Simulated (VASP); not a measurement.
# Ni: single point with PBE

The system is Ni.

```
Ni
1.0
     0.00000    2.11725    2.11725
     2.11725    0.00000    2.11725
     2.11725    2.11725    0.00000
Ni
2
Direct
  0.87500 0.87500 0.87500
  0.12500 0.12500 0.12500
```

This isn't the form of Ni at room conditions, which is fcc.

```json
{
  "Program": "VASP 6.6.1",
  "Task": "single point",
  "Functional": "PBE",
  "Potentials or basis": "VASP PAW PBE potentials, release 64 (Ni)",
  "Cutoff": "520 eV",
  "k mesh": "16 × 16 × 16",
  "Occupations": "fermi-dirac, width 0.08 eV",
  "Spin": "collinear spin, ferromagnetic start",
  "Starting moments": "[1.0, 1.0] μB"
}
```

The pressure is 176.4 GPa. The net moment is 1.39 μB per cell and the site moments are Ni +0.66 μB.

Levels at points of the mesh, in eV from the Fermi level:
Spin up:
| k point | band 7 | band 8 | band 9 | band 10 | band 11 | band 12 | band 13 | band 14 | band 15 | band 16 |
| --- | --- | --- | --- | --- | --- | --- | --- | --- | --- | --- |
| (0.00, 0.00, 0.00) | -2.70 | -2.70 | -2.70 | -0.48 | -0.48 | 17.32 | 17.32 | 17.32 | 17.64 | 17.64 |
| (0.50, 0.00, 0.00) | -2.93 | -1.89 | -1.89 | -0.85 | -0.85 | 1.63 | 13.18 | 13.18 | 14.60 | 17.05 |
| (0.50, 0.50, 0.00) | -3.20 | -3.20 | -0.60 | -0.60 | 1.95 | 1.95 | 5.84 | 5.84 | 13.52 | 13.52 |
Spin down:
| k point | band 8 | band 9 | band 10 | band 11 | band 12 | band 13 |
| --- | --- | --- | --- | --- | --- | --- |
| (0.00, 0.00, 0.00) | -1.99 | -1.99 | 0.39 | 0.39 | 17.45 | 17.45 |
| (0.50, 0.00, 0.00) | -1.11 | -1.11 | -0.03 | -0.03 | 2.24 | 13.36 |
| (0.50, 0.50, 0.00) | -2.44 | 0.23 | 0.23 | 2.45 | 2.45 | 5.89 |

Wall time 72 s on 1 thread of AMD EPYC 9R45 (Zen 5) (shared host), peak memory 0.17 GiB.

Caveat: the cell stands under pressure.
